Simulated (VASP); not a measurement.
Input of a VASP 6.6.1 run:

POSCAR

```
Pt
1.0
    2.7606656158      0.0000000000      0.0000000000
   -1.3803328079      2.3908065546      0.0000000000
    0.0000000000      0.0000000000      4.7921340000
Pt
2
Direct
    0.6666666700      0.3333333300      0.7500000000
    0.3333333300      0.6666666700      0.2500000000
```

INCAR.step1

```
PREC = Accurate ; ENCUT = 520
ISMEAR = 0 ; SIGMA = 0.1
LREAL = False ; LASPH = True
NELM = 80 ; NBANDS = 17
GGA = PE ; ALGO = Normal
EDIFF = 1E-4 ; LWAVE = True
LCHARG = False
```

File INCAR.step2:

```
PREC = Accurate ; ENCUT = 520
EDIFF = 1E-6 ; ISMEAR = 0
SIGMA = 0.1 ; LREAL = False
LASPH = True ; NELM = 80
ALGO = Normal ; ISIF = 2
LWAVE = False ; LCHARG = False
METAGGA = R2SCAN ; LMIXTAU = True
NBANDS = 17 ; ISTART = 1
```

File KPOINTS:

```
Automatic mesh
0
Gamma
  18 18 10
```

Potentials or basis: VASP PAW PBE potentials, release 64 (Pt).

Command:

```sh
$ cat potpaw_PBE.64/Pt/POTCAR > POTCAR
$ cp INCAR.step1 INCAR
$ mpirun -np 1 vasp_std > vasp.out
$ cp INCAR.step2 INCAR
$ mpirun -np 1 vasp_std > vasp.out
```

(1) What does it give for the pressure?

(2) Estimate the band gap on the k mesh.

## Answers

(1) -5.9 GPa.

(2) zero (band 10 reaches 10.61 eV, above the bottom of band 11 at 9.24 eV).

Caveat: the PAW data sets were made with another functional, which shifts forces and pressure a little; spin-orbit coupling is left out, which moves the levels of the heavy elements.
